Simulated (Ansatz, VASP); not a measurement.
## Pt in VASP and in Ansatz

```
Pt
1.0
     2.76424    0.00000    0.00000
    -1.38212    2.39390    0.00000
     0.00000    0.00000    9.23211
Pt
4
Cartesian
  1.3821 2.3939 0.0000
  1.3821 2.3939 4.6161
  0.0000 1.5959 2.3080
  1.3821 0.7980 6.9241
```

Alike in both runs: task single point; functional revPBE; k mesh 15 × 15 × 4; occupations fermi-dirac, width 0.1 eV; no spin polarisation.

```csv
,VASP,Ansatz
version,VASP 6.6.1,Ansatz 0.2.0
potentials or method,"VASP PAW PBE potentials, release 64 (Pt), cutoff 520 eV","plane waves (420 eV) with PAW, scalar-relativistic"
valence electrons in the cell,40,72
```

```csv
,VASP,Ansatz,Ansatz less VASP
pressure (GPa),9.9,10.5,+0.55
"traceless stress, the component that is largest in VASP (GPa)",-0.07,-0.04,+0.027
```

VASP's potentials were made for PBE, not for revPBE. The functional is the same, so the differences come from potentials, cutoffs and numerics. VASP's potentials hold 40 valence electrons a cell and Ansatz's 72, so a difference there can come from the potentials and not from the codes.

Spin-orbit coupling is off throughout.
